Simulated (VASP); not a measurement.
# ScAl7N8 (P3m1) in VASP: a series of runs

ScAl7N8 is run at these levels: PBE; tasks: single point.

Everything below comes from runs of VASP 6.6.1. Logs are shortened: lines on timing, memory, paths and dates and some standing lists are left out, and cuts for length are marked.

## 1. The cell of the first run

The structure is trigonal, space group P3m1 (No. 156). Conventional cell: a = 6.371 Å, b = 6.371 Å, c = 5.050 Å, α = 90.00°, β = 90.00°, γ = 120.00°. Al (site symmetry m) has 4 N at 1.90 to 1.93 Å within 2.5 Å. Al (site symmetry m) has 4 N at 1.88 to 1.94 Å within 2.5 Å. Within 2.6 Å of Al (site symmetry 3m) lie 4 N at 1.93 to 1.94 Å. Within 2.7 Å of Sc (site symmetry 3m) lie 4 N at 2.04 to 2.13 Å. N (site symmetry 3m) has 3 Al at 1.92 Å and 1 Sc at 2.13 Å within 2.6 Å. Within 2.5 Å of N (site symmetry m) lie 3 Al at 1.88 to 1.90 Å and 1 Sc at 2.04 Å. Within 2.5 Å of N (site symmetry m) lie 4 Al at 1.92 to 1.93 Å. Within 2.6 Å of N (site symmetry 3m) lie 4 Al at 1.94 Å.

## 2. Single point, PBE

INCAR

```
  PREC = Accurate
  ENCUT = 520
  EDIFF = 1E-6
  ISMEAR = 0
  SIGMA = 0.01
  LREAL = Auto
  LASPH = T
  NELM = 60
  ALGO = Normal
  ISIF = 2
  LWAVE = F
  LCHARG = F
  GGA = PE
  NBANDS = 94
```

KPOINTS

```
regular mesh
0
Gamma
  4 4 3
```

POSCAR

```
ScAl7N8
1.0
    6.3708267696      0.0000000000      0.0000000000
   -3.1854133848      5.5172978255      0.0000000000
    0.0000000000      0.0000000000     10.0998718071
Al Sc N
14 2 16
Direct
    0.3364800000      0.1635200000      0.2507310712
    0.3364800000      0.1635200000      0.7507310712
    0.1680861870      0.8340430935     -0.0006220761
    0.3364800000      0.6729600001      0.2507310712
    0.1680861870      0.8340430935      0.4993779239
    0.3364800000      0.6729600001      0.7507310712
    0.6659569065      0.3319138130     -0.0006220761
    0.8270399999      0.1635200000      0.2507310712
    0.6659569065      0.3319138130      0.4993779239
    0.8270399999      0.1635200000      0.7507310712
    0.6659569065      0.8340430935     -0.0006220761
    0.8333333333      0.6666666667      0.2489959229
    0.6659569065      0.8340430935      0.4993779239
    0.8333333333      0.6666666667      0.7489959229
    0.1666666667      0.3333333333     -0.0039578964
    0.1666666667      0.3333333333      0.4960421036
    0.1666666667      0.3333333333      0.2073657961
    0.3439228839      0.1560771161      0.4384514245
    0.1666666667      0.3333333333      0.7073657961
    0.3439228839      0.1560771161      0.9384514245
    0.1653590971      0.8326795485      0.1897697936
    0.3439228839      0.6878457678      0.4384514245
    0.1653590971      0.8326795485      0.6897697936
    0.3439228839      0.6878457678      0.9384514245
    0.6673204515      0.3346409029      0.1897697936
    0.8121542322      0.1560771161      0.4384514245
    0.6673204515      0.3346409029      0.6897697936
    0.8121542322      0.1560771161      0.9384514245
    0.6673204515      0.8326795485      0.1897697936
    0.8333333333      0.6666666667      0.4406055380
    0.6673204515      0.8326795485      0.6897697936
    0.8333333333      0.6666666667      0.9406055380
```

Potentials or basis: VASP PAW PBE potentials, release 64 (Al, Sc_sv, N).

Started as:

```sh
> cat potpaw_PBE.64/Al/POTCAR potpaw_PBE.64/Sc_sv/POTCAR potpaw_PBE.64/N/POTCAR > POTCAR
> mpirun -np 1 vasp_std > vasp.out
```

OUTCAR:

```text
PREC = Accurate
   ENCUT = 520
   EDIFF = 1E-6
   ISMEAR = 0
   LREAL = Auto
   LASPH = T
   NELM = 60
   ISIF = 2
   GGA = PE

 ion  position               nearest neighbor table
   1  0.336  0.164  0.251-  18 1.90  17 1.92  21 1.93  25 1.93   5 3.10   9 3.10  16 3.11   3 3.12
                             7 3.12   4 3.13   8 3.13  15 3.18  12 3.19  12 3.19   4 3.25   8 3.25
   2  0.336  0.164  0.751-  20 1.90  19 1.92  23 1.93  27 1.93   3 3.10   7 3.10  15 3.11   5 3.12
                             9 3.12   6 3.13  10 3.13  16 3.18  14 3.19  14 3.19   6 3.25  10 3.25
   3  0.168  0.834  0.999-  20 1.88  24 1.88  21 1.92  32 1.94   6 3.10   2 3.10   4 3.12   1 3.12
                            12 3.13  14 3.13   7 3.17  11 3.17  15 3.19  15 3.19   7 3.20  11 3.20
   4  0.336  0.673  0.251-  22 1.90  17 1.92  21 1.93  29 1.93   5 3.10  13 3.10  16 3.11   3 3.12
                            11 3.12   8 3.13   1 3.13  15 3.18  12 3.19  12 3.19   1 3.25   8 3.25
   5  0.168  0.834  0.499-  18 1.88  22 1.88  23 1.92  30 1.94   4 3.10   1 3.10   6 3.12   2 3.12
                            14 3.13  12 3.13   9 3.17  13 3.17  16 3.19  16 3.19   9 3.20  13 3.20
   6  0.336  0.673  0.751-  24 1.90  19 1.92  23 1.93  31 1.93   3 3.10  11 3.10  15 3.11   5 3.12
                            13 3.12  10 3.13   2 3.13  16 3.18  14 3.19  14 3.19   2 3.25  10 3.25
   7  0.666  0.332  0.999-  28 1.88  20 1.88  25 1.92  32 1.94  10 3.10   2 3.10   8 3.12   1 3.12
                            12 3.13  14 3.13   3 3.17  11 3.17  15 3.19  15 3.19  11 3.20   3 3.20
   8  0.827  0.164  0.251-  26 1.90  17 1.92  25 1.93  29 1.93   9 3.10  13 3.10  16 3.11   7 3.12
                            11 3.12   4 3.13   1 3.13  15 3.18  12 3.19  12 3.19   4 3.25   1 3.25
   9  0.666  0.332  0.499-  26 1.88  18 1.88  27 1.92  30 1.94   8 3.10   1 3.10  10 3.12   2 3.12
[... 38 lines left out ...]
 A1 = (   6.3708267696,   0.0000000000,   0.0000000000)
 A2 = (  -3.1854133848,   5.5172978255,   0.0000000000)
 A3 = (   0.0000000000,   0.0000000000,  10.0998718071)

Analysis of symmetry for initial positions (statically):
=====================================================================
 Subroutine PRICEL returns following result:

  LATTYP: Found a hexagonal cell.
 ALAT       =     6.3708267696
 C/A-ratio  =     0.7926657067

  Lattice vectors:

 A1 = (   6.3708267696,   0.0000000000,   0.0000000000)
 A2 = (  -3.1854133848,   5.5172978255,   0.0000000000)
 A3 = (   0.0000000000,   0.0000000000,   5.0499359035)

   2 primitive cells build up your supercell.

 Routine SETGRP: Setting up the symmetry group for a
 hexagonal supercell.

 Subroutine GETGRP returns: Found  6 space group operations
 (whereof  2 operations were pure point group operations)
 out of a pool of 24 trial point group operations.

The static configuration has the point symmetry C_1h.
 The point group associated with its full space group is C_3v.

Analysis of symmetry for dynamics (positions and initial velocities):
=====================================================================
 Subroutine PRICEL returns following result:

  LATTYP: Found a hexagonal cell.
 ALAT       =     6.3708267696
 C/A-ratio  =     0.7926657067

  Lattice vectors:

 A1 = (   6.3708267696,   0.0000000000,   0.0000000000)
 A2 = (  -3.1854133848,   5.5172978255,   0.0000000000)
 A3 = (   0.0000000000,   0.0000000000,   5.0499359035)

   2 primitive cells build up your supercell.

 Routine SETGRP: Setting up the symmetry group for a
 hexagonal supercell.

 Subroutine GETGRP returns: Found  6 space group operations
 (whereof  2 operations were pure point group operations)
 out of a pool of 24 trial point group operations.

The dynamic configuration has the point symmetry C_1h.
 The point group associated with its full space group is C_3v.

 Subroutine INISYM returns: Found  6 space group operations
 (whereof  2 operations are pure point group operations),
 and found     2 'primitive' translations

----------------------------------------------------------------------------------------

                                     Primitive cell

  volume of cell :     177.5040

  direct lattice vectors                    reciprocal lattice vectors
     6.370826770  0.000000000  0.000000000     0.156965499  0.090624073  0.000000000
    -3.185413385  5.517297826  0.000000000     0.000000000  0.181248146  0.000000000
     0.000000000  0.000000000  5.049935904     0.000000000  0.000000000  0.198022315
[... 43 lines left out ...]
 KPOINTS: regular mesh

Automatic generation of k-mesh.
 Grid dimensions read from file:
 generate k-points for:    4    4    3

 Generating k-lattice:

  Cartesian coordinates                     Fractional coordinates (reciprocal lattice)
     0.039241375  0.022656018  0.000000000     0.250000000  0.000000000  0.000000000
     0.000000000  0.045312036  0.000000000     0.000000000  0.250000000  0.000000000
     0.000000000  0.000000000  0.033003719     0.000000000  0.000000000  0.333333333

  Length of vectors
     0.045312036  0.045312036  0.033003719

  Shift w.r.t. Gamma in fractional coordinates (k-lattice)
     0.000000000  0.000000000  0.000000000

 Subroutine IBZKPT returns following result:
 ===========================================

 Found      9 irreducible k-points:

 Following reciprocal coordinates:
            Coordinates               Weight
  0.000000  0.000000  0.000000      1.000000
  0.250000 -0.000000  0.000000      6.000000
  0.500000 -0.000000  0.000000      3.000000
  0.250000  0.250000  0.000000      6.000000
  0.000000  0.000000  0.333333      2.000000
  0.250000 -0.000000  0.333333      6.000000
  0.000000  0.250000  0.333333      6.000000
  0.500000 -0.000000  0.333333      6.000000
  0.250000  0.250000  0.333333     12.000000
   k-points           NKPTS =      9   k-points in BZ     NKDIM =      9   number of bands    NBANDS=     94
   number of dos      NEDOS =    301   number of ions     NIONS =     32
   total plane-waves  NPLWV = 184320
   dimension x,y,z NGX =    48 NGY =   48 NGZ =   80
   dimension x,y,z NGXF=    96 NGYF=   96 NGZF=  160
   ions per type =              14   2  16
   NGX,Y,Z   is equivalent  to a cutoff of  12.53, 12.53, 13.17 a.u.
   NGXF,Y,Z  is equivalent  to a cutoff of  25.05, 25.05, 26.34 a.u.
 SYSTEM =  unknown system
   PREC   = accura    normal or accurate (medium, high low for compatibility)
   ISTART =      0    job   : 0-new  1-cont  2-samecut
   ICHARG =      2    charge: 1-file 2-atom 10-const
   ISPIN  =      1    spin polarized calculation?
   LNONCOLLINEAR =      F non collinear calculations
   LSORBIT =      F    spin-orbit coupling
   LASPH  =      T    aspherical Exc in radial PAW
   ENCUT  =  520.0 eV  38.22 Ry    6.18 a.u.  11.85 11.85 18.78*2*pi/ulx,y,z
   NELM   =     60;   NELMIN=  2; NELMDL= -5     # of ELM steps
   EDIFF  = 0.1E-05   stopping-criterion for ELM
   LREAL  =      T    real-space projection
   EDIFFG = 0.1E-04   stopping-criterion for IOM
   NSW    =      0    number of steps for IOM
   IBRION =     -1    ionic relax: 0-MD 1-quasi-New 2-CG
   NFREE  =      0    steps in history (QN), initial steepest desc. (CG)
   ISIF   =      2    stress and relaxation
   ISYM   =      2    0-nonsym 1-usesym 2-fastsym
   POTIM  = 0.5000    time-step for ionic-motion
   TEBEG  =    0.0;   TEEND  =   0.0 temperature during run
   PSTRESS=    0.0 pullay stress
   NELECT =     144.0000    total number of electrons
   NUPDOWN=      -1.0000    fix difference up-down
   EMIN   =  10.00;   EMAX   =-10.00  energy-range for DOS
   EFERMI =   0.00;   METHOD = LEGACY
   ISMEAR =     0;   SIGMA  =   0.01  broadening in eV -4-tet -1-fermi 0-gaus
   EFERMI_NEDOS =   21; number of points for ismear=-14 and -15
   IALGO  =     38    algorithm
   IMIX   =      4    mixing-type and parameters
     AMIX     =   0.40;   BMIX     =  1.00
     AMIX_MAG =   1.60;   BMIX_MAG =  1.00
  volume/ion in A,a.u.               =      11.09        74.87
  Fermi-wavevector in a.u.,A,eV,Ry     =   1.211852  2.290068 19.981320  1.468586
  Thomas-Fermi vector in A             =   2.347355
   LORBIT       =      0    0 simple, 1 ext, 2 COOP (PROOUT), +10 PAW based schemes
   GGA     = PE    functional components
   LHFCALC =     F    Hartree Fock is set to
   AEXX    =    0.0000 exact exchange contribution
   IVDW    =     0    specifies the selected vdW correction
   LEPSILON=     F    determine dielectric tensor
   LRPA    =     F    only Hartree local field effects (RPA)
 non-spin polarized calculation
 Gauss-broadening in eV      SIGMA  =   0.01
  energy-cutoff  :      520.00
  volume of cell :      355.01
 maximum number of plane-waves:      9596
 NGX is ok and might be reduce to    48
   NGX = 23   NGY = 23   NGZ = 37

 number of electron     144.0000017 magnetization

 Free energy of the ion-electron system (eV)
  ---------------------------------------------------
  ext. energy  EPLUGINS =         0.00000000
  ---------------------------------------------------
  free energy    TOTEN  =      -243.06382795 eV

  energy without entropy =     -243.06382795  energy(sigma->0) =     -243.06382795

 E-fermi :   5.5254     XC(G=0): -10.7820

 val. band max:        5.3832994191   @ k =   0.0000   0.0000   0.0000
 cond. band min:       9.2671390418   @ k =   0.0000   0.0000   0.0000
 fundamental gap:      3.8838396228
 Fermi energy:         5.5254016883

 k-point     1 :       0.0000    0.0000    0.0000
  band No.  band energies     occupation
      1     -41.3818      2.00000
      2     -41.3817      2.00000
      3     -20.1847      2.00000
      4     -20.1847      2.00000
      5     -20.1842      2.00000
      6     -20.1842      2.00000
[... 772 lines left out ...]
     83      11.3670      0.00000
     84      11.6765      0.00000
 [bands above 84 left out]

------------------------ aborting loop because EDIFF is reached ----------------------------------------

  FORCE on cell =-STRESS in cart. coord.  units (eV):
  Direction    XX          YY          ZZ          XY          YZ          ZX
  --------------------------------------------------------------------------------------
  -------------------------------------------------------------------------------------
  Total       -0.2932833     -0.2932833     -0.1825628      0.0000000      0.0000000      0.0000000
  in kB       -1.3236095     -1.3236095     -0.8239194      0.0000000      0.0000000      0.0000000
  external PRESSURE =      -1.1570461 kB  Pullay stress =       0.0000000 kB

 VOLUME and BASIS-vectors are now :
 -----------------------------------------------------------------------------
  energy-cutoff  :      520.00
  volume of cell :      355.01
      direct lattice vectors                 reciprocal lattice vectors
     6.370826770  0.000000000  0.000000000     0.156965499  0.090624073  0.000000000
    -3.185413385  5.517297826  0.000000000     0.000000000  0.181248146  0.000000000
     0.000000000  0.000000000 10.099871807     0.000000000  0.000000000  0.099011158

 POSITION                                       TOTAL-FORCE (eV/Angst)
 -----------------------------------------------------------------------------------
      1.62278      0.90219      2.53235        -0.000613      0.000354      0.000962
      1.62278      0.90219      7.58229        -0.000613      0.000354      0.000962
     -1.58592      4.60166     10.09359         0.000783      0.000452     -0.002310
     -0.00000      3.71292      2.53235         0.000000     -0.000707      0.000962
     -1.58592      4.60166      5.04365         0.000783      0.000452     -0.002310
     -0.00000      3.71292      7.58229         0.000000     -0.000707      0.000962
[... 24 lines left out ...]
      1.59895      4.59414      6.96659        -0.000319      0.000184     -0.001662
      3.18541      3.67820      9.50000         0.000000     -0.000000      0.004480
 -----------------------------------------------------------------------------------
    total drift:                                0.000001     -0.000001     -0.026368

  FREE ENERGIE OF THE ION-ELECTRON SYSTEM (eV)
  ---------------------------------------------------
  free  energy   TOTEN  =      -243.0638279459 eV

  energy  without entropy=     -243.0638279459  energy(sigma->0) =     -243.06382795
```

Wall time 13 min (1 thread of Intel Xeon Platinum 8375C at 2.90GHz (Ice Lake), shared host); peak memory 0.53 GiB.

Results:

```
Free energy            : -243.0638 eV
Pressure               : -0.1 GPa
Largest force          : 0.068 eV/Å
Band gap on the k mesh : 3.88 eV
```

Forces on the atoms (eV/Å):
```
Al  -0.001  0.000  0.001
Al  -0.001  0.000  0.001
Al   0.001  0.000 -0.002
Al   0.000 -0.001  0.001
Al   0.001  0.000 -0.002
Al   0.000 -0.001  0.001
Al   0.000 -0.001 -0.002
Al   0.001  0.000  0.001
Al   0.000 -0.001 -0.002
Al   0.001  0.000  0.001
Al  -0.001  0.000 -0.002
Al   0.000  0.000  0.002
Al  -0.001  0.000 -0.002
Al   0.000  0.000  0.002
Sc   0.000  0.000  0.015
Sc   0.000  0.000  0.015
N    0.000  0.000  0.045
N    0.056 -0.032 -0.019
N    0.000  0.000  0.045
N    0.056 -0.032 -0.019
N    0.000  0.000 -0.002
N    0.000  0.065 -0.019
N    0.000  0.000 -0.002
N    0.000  0.065 -0.019
N    0.000  0.000 -0.002
N   -0.056 -0.032 -0.019
N    0.000  0.000 -0.002
N   -0.056 -0.032 -0.019
N    0.000  0.000 -0.002
N    0.000  0.000  0.004
N    0.000  0.000 -0.002
N    0.000  0.000  0.004
```

## 3. Single point, PBE

This run uses another cell than the first one, of 11.15 Å³/atom.

INCAR

```
SYSTEM = ScAl7N8
ALGO = Normal ; EDIFF = 1E-6
ENCUT = 520 ; GGA = PE
ISIF = 2 ; ISMEAR = 0
LASPH = .True. ; LCHARG = .True.
LELF = .True. ; LREAL = Auto
LVHAR = .True. ; LWAVE = .False.
NBANDS = 94 ; NELM = 80
PREC = Accurate ; SIGMA = 0.01
```

KPOINTS

```
k-points
0
Gamma
  4 4 3
  0 0 0
```

POSCAR

```
ScAl7N8
1.0
    6.3708267696      0.0000000000      0.0000000000
   -3.1854133848      5.5172978255      0.0000000000
    0.0000000000      0.0000000000     10.1503711661
Al Sc N
14 2 16
Direct
    0.3364349702      0.1635650298      0.2510094116
    0.3364349702      0.1635650298      0.7510094116
    0.1681484461      0.8340742230     -0.0004564741
    0.3364349702      0.6728699404      0.2510094116
    0.1681484461      0.8340742230      0.4995435259
    0.3364349702      0.6728699404      0.7510094116
    0.6659257770      0.3318515539     -0.0004564741
    0.8271300596      0.1635650298      0.2510094116
    0.6659257770      0.3318515539      0.4995435259
    0.8271300596      0.1635650298      0.7510094116
    0.6659257770      0.8340742230     -0.0004564741
    0.8333333333      0.6666666667      0.2491427123
    0.6659257770      0.8340742230      0.4995435259
    0.8333333333      0.6666666667      0.7491427123
    0.1666666667      0.3333333333     -0.0033694057
    0.1666666667      0.3333333333      0.4966305943
    0.1666666667      0.3333333333      0.2071501623
    0.3438353913      0.1561646087      0.4381732785
    0.1666666667      0.3333333333      0.7071501623
    0.3438353913      0.1561646087      0.9381732785
    0.1654332904      0.8327166452      0.1895114822
    0.3438353913      0.6876707825      0.4381732785
    0.1654332904      0.8327166452      0.6895114822
    0.3438353913      0.6876707825      0.9381732785
    0.6672833548      0.3345667096      0.1895114822
    0.8123292175      0.1561646087      0.4381732785
    0.6672833548      0.3345667096      0.6895114822
    0.8123292175      0.1561646087      0.9381732785
    0.6672833548      0.8327166452      0.1895114822
    0.8333333333      0.6666666667      0.4403634369
    0.6672833548      0.8327166452      0.6895114822
    0.8333333333      0.6666666667      0.9403634369
```

Potentials or basis: VASP PAW PBE potentials, release 64 (Al, Sc_sv, N).

Started as:

```sh
> cat potpaw_PBE.64/Al/POTCAR potpaw_PBE.64/Sc_sv/POTCAR potpaw_PBE.64/N/POTCAR > POTCAR
> mpirun -np 1 vasp_std > vasp.out
```

It took 13 min on 1 thread of Intel Xeon Platinum 8375C at 2.90GHz (Ice Lake), shared host; peak memory 0.54 GiB.

The run converged. Its results:

```yaml
Free_energy: -243.0556 eV
Pressure: -1.0 GPa
Largest_force: 0.067 eV/Å
Band_gap_on_the_k_mesh: 3.87 eV
```

Forces on the atoms (eV/Å):
```
Al   0.000  0.000  0.001
Al   0.000  0.000  0.001
Al   0.003  0.002 -0.002
Al   0.000  0.000  0.001
Al   0.003  0.002 -0.002
Al   0.000  0.000  0.001
Al   0.000 -0.003 -0.002
Al   0.000  0.000  0.001
Al   0.000 -0.003 -0.002
Al   0.000  0.000  0.001
Al  -0.003  0.002 -0.002
Al   0.000  0.000  0.002
Al  -0.003  0.002 -0.002
Al   0.000  0.000  0.002
Sc   0.000  0.000  0.016
Sc   0.000  0.000  0.016
N    0.000  0.000  0.046
N    0.056 -0.032 -0.020
N    0.000  0.000  0.046
N    0.056 -0.032 -0.020
N    0.000  0.000 -0.002
N    0.000  0.064 -0.020
N    0.000  0.000 -0.002
N    0.000  0.064 -0.020
N    0.000  0.000 -0.002
N   -0.056 -0.032 -0.020
N    0.000  0.000 -0.002
N   -0.056 -0.032 -0.020
N    0.000  0.000 -0.002
N    0.000  0.000  0.003
N    0.000  0.000 -0.002
N    0.000  0.000  0.003
```

Stress tensor (GPa, compression positive):
```
-0.66  0.00  0.00
 0.00 -0.66  0.00
 0.00  0.00 -1.57
```

Levels at points of the mesh, in eV from the valence-band top:
```csv
k point,band 70,band 71,band 72,band 73,band 74,band 75
"(0.00, 0.00, 0.00)",-0.24,-0.24,0.00,3.87,4.57,4.57
"(0.50, 0.00, 0.00)",-0.13,-0.11,-0.05,4.54,4.82,4.85
```
